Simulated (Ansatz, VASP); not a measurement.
**One calculation of MoS2, two programs**

```
CELL_PARAMETERS angstrom
3.14139 0.00000 0.00000
-1.57069 2.72052 0.00000
0.00000 0.00000 12.58509
ATOMIC_POSITIONS crystal
Mo 0.66667 0.33333 0.25000
Mo 0.33333 0.66667 0.75000
S 0.66667 0.33333 0.62612
S 0.33333 0.66667 0.37388
S 0.66667 0.33333 0.87388
S 0.33333 0.66667 0.12612
```

Alike in both runs: functional PBEsol; k mesh 12 × 12 × 2; occupations gaussian, width 0.02 eV; no spin polarisation.

Ansatz relaxed the structure, and its values are those at the end. VASP's run is a single point on that final structure, the one shown.

|  | VASP | Ansatz |
| --- | --- | --- |
| version | VASP 6.6.1 | Ansatz 0.2.0 |
| potentials or method | VASP PAW PBE potentials, release 64 (Mo_sv, S), cutoff 520 eV | scalar-relativistic, plane waves, PAW |
| valence electrons in the cell | 52 | 52 |

|  | VASP | Ansatz | Ansatz less VASP |
| --- | --- | --- | --- |
| gap on the k mesh at the Fermi level (eV) | 1.00 | 0.98 | -0.015 |
| least direct gap on the mesh (eV) | 1.75 | 1.74 | -0.005 |
| pressure (GPa) | 0.0 | 0.0 | +0.01 |

VASP's potentials were made for PBE, not for PBEsol. With one functional, cell and mesh, what is left measures potentials, basis and numerics.
